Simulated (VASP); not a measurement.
A run of VASP 6.6.1:

File POSCAR:

```
Rh
1.0
    2.6736786789      0.0000000000      0.0000000000
   -1.3368393395      2.3154736575      0.0000000000
    0.0000000000      0.0000000000      8.7390209003
Rh
4
Direct
    0.6666666667      0.3333333333      0.7500000000
    0.0000000000      0.0000000000      0.5000000000
    0.3333333333      0.6666666667      0.2500000000
    0.0000000000      0.0000000000      0.0000000000
```

File INCAR.step1:

```
PREC = Accurate ; ENCUT = 580
ISMEAR = -1 ; SIGMA = 0.05
LREAL = F ; LASPH = T
NELM = 120 ; NBANDS = 42
GGA = PE ; ALGO = Normal
EDIFF = 1E-5 ; LWAVE = T
LCHARG = F ; GGA_COMPAT = F
```

Contents of INCAR.step2:

```
PREC = Accurate ; ENCUT = 580
EDIFF = 1E-6 ; ISMEAR = -1
SIGMA = 0.05 ; LREAL = F
LASPH = T ; NELM = 120
ALGO = Normal ; ISIF = 2
LWAVE = F ; LCHARG = F
METAGGA = R2SCAN ; LMIXTAU = T
NBANDS = 42 ; ISTART = 1
GGA_COMPAT = F
```

File KPOINTS:

```
regular mesh
0
Gamma
  11 11 3
```

Potentials or basis: VASP PAW PBE potentials, release 64 (Rh_sv_GW).

Run with:

```bash
$ cat potpaw_PBE.64/Rh_sv_GW/POTCAR > POTCAR
$ cp INCAR.step1 INCAR
$ mpirun -np 1 vasp_std > vasp.out
$ cp INCAR.step2 INCAR
$ mpirun -np 1 vasp_std > vasp.out
```

Hardware: 1 thread of Intel(R) Xeon(R) Platinum 8488C (Sapphire Rapids), on a shared host.

Estimate the wall time of this run.

Run time: 4.1 min on 1 thread of Intel(R) Xeon(R) Platinum 8488C (Sapphire Rapids), with other jobs on the host, peak memory 0.24 GiB. Counts: k points 32.
